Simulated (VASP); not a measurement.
Runs of VASP 6.6.1 on ZrH. The structure is that of space group P4_2/mmc (No. 131), or close to it. The cells are those of the table. 

```tsv
task	cell	cutoff (eV)	gap on the mesh (eV)	pressure (GPa)
single point	a = 3.226, b = 3.226, c = 5.026 Å, 4 atoms	520	none	(b)
single point	a = 3.031, b = 3.031, c = 4.865 Å, 4 atoms	520	none	19.6
single point	a = 3.074, b = 3.074, c = 4.891 Å, 4 atoms	520	none	13.7
single point	a = 3.190, b = 3.190, c = 4.991 Å, 4 atoms	520	none	(a)
single point	a = 3.153, b = 3.153, c = 4.957 Å, 4 atoms	520	none	4.0
single point	a = 3.114, b = 3.114, c = 4.923 Å, 4 atoms	520	none	(c)
single point	a = 3.262, b = 3.262, c = 5.060 Å, 4 atoms	520	none	-6.3
single point	a = 3.308, b = 3.308, c = 5.105 Å, 4 atoms	520	none	-9.7
relaxation of cell and atoms	relaxed from a = 3.243, b = 3.243, c = 4.948 Å, 4 atoms	600	none	0.0
```

Alike in all rows: level PBEsol; potentials or basis VASP PAW PBE potentials, release 64 (Zr_sv, H); no spin polarisation; k mesh 14 × 14 × 8; smearing gaussian 0.1 eV.

**Question.** Fill in the values left out.

**Answer.** (a) 0.1; (b) -3.4; (c) 8.5.

Caveats: the PAW data sets were made with another functional, which shifts forces and pressure a little; the cell stands under pressure (at least some runs); the cell stands under tension (at least some runs).

A k mesh can miss the band edges, and the runs leave out spin-orbit coupling on Zr.

A gap of «none» marks levels without a gap at the run's occupations.
